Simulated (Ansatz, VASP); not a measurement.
**One calculation of Si7C, two programs**

```
Si C
1.0
     5.19529    0.00000    0.00000
     0.00000    5.19529    0.00000
     0.00000    0.00000    5.19529
Si C
7 1
Cartesian
  1.1664 1.1664 1.1664
  0.0000 2.5976 2.5976
  2.5976 2.5976 0.0000
  2.5976 0.0000 2.5976
  4.0289 1.1664 4.0289
  4.0289 4.0289 1.1664
  1.1664 4.0289 4.0289
  0.0000 0.0000 0.0000
```

Alike in both runs: functional PBE; k mesh 8 × 8 × 8; occupations gaussian, width 0.1 eV; no spin polarisation.

Ansatz relaxed the structure, and its values are those at the end. VASP's run is a single point on that final structure, the one shown.

```csv
,VASP,Ansatz
version,VASP 6.6.1,Ansatz 0.2.0
potentials or method,"VASP PAW PBE potentials, release 64 (Si, C), cutoff 520 eV","scalar-relativistic, plane waves, PAW"
valence electrons in the cell,32,32
```

|  | VASP | Ansatz | Ansatz less VASP |
| --- | --- | --- | --- |
| gap on the k mesh at the Fermi level (eV) | none | none | - |
| pressure (GPa) | -0.1 | 0.0 | +0.07 |
| rms of the force components (eV/Å) | 0.005 | 0.000 | -0.0049 |

A gap of «none» marks a metal or a gap that the smearing closes.
